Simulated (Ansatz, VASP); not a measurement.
# Te: VASP beside Ansatz

```
CELL_PARAMETERS angstrom
5.24761 0.00000 0.00000
-2.62381 4.54457 0.00000
0.00000 0.00000 6.30978
ATOMIC_POSITIONS crystal
Te 0.00000 0.00000 0.25000
Te 0.00000 0.00000 0.75000
Te 0.33333 0.66667 0.75000
Te 0.66667 0.33333 0.25000
```

Alike in both runs: functional PBE; k mesh 12 × 12 × 8; occupations gaussian, width 0.1 eV; no spin polarisation.

Ansatz relaxed the structure, and its values are those at the end. VASP's run is a single point on that final structure, the one shown.

|  | VASP | Ansatz |
| --- | --- | --- |
| version | VASP 6.6.1 | Ansatz 0.2.0 |
| potentials or method | VASP PAW PBE potentials, release 64 (Te), cutoff 520 eV | scalar-relativistic, plane waves, PAW |
| valence electrons in the cell | 24 | 64 |

```tsv
	VASP	Ansatz	Ansatz less VASP
gap on the k mesh at the Fermi level (eV)	none	none	-
pressure (GPa)	0.0	0.0	+0.04
```

A gap of «none» marks a metal or a gap that the smearing closes. VASP's potentials hold 24 valence electrons a cell and Ansatz's 64, so a difference there can come from the potentials and not from the codes.

Spin-orbit coupling is off throughout.
